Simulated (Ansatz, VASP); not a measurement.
## Two plane-wave programs on GaN

```
Ga N
1.0
     0.00000    2.02064    2.02064
     2.02064    0.00000    2.02064
     2.02064    2.02064    0.00000
Ga N
1 1
Direct
  0.00000 0.00000 0.00000
  0.50000 0.50000 0.50000
```

Change from the starting cell: volume scaled by 0.88, PAW files.

Alike in both runs: task single point; functional r2SCAN; k mesh 15 × 15 × 15; occupations fermi-dirac, width 0.1 eV; no spin polarisation.

|  | VASP | Ansatz |
| --- | --- | --- |
| version | VASP 6.6.1 | Ansatz 0.2.0 |
| potentials or method | VASP PAW PBE potentials, release 64 (Ga_d, N) | PAW with Ansatz's default frozen-core files, scalar-relativistic |
| plane-wave cutoff (eV) | 520 | 500 |
| valence electrons in the cell | 18 | 18 |

Ansatz gave:

| Property | Result |
| --- | --- |
| pressure (GPa) | 41.4 |

Task: Estimate VASP's values.

Result: Pressure (GPa): 43.5.

VASP's potentials were made for PBE, not for r2SCAN. Both programs put the cell under a high pressure, so it lies far from rest at this level. The functional is the same, so the differences come from potentials, cutoffs and numerics.
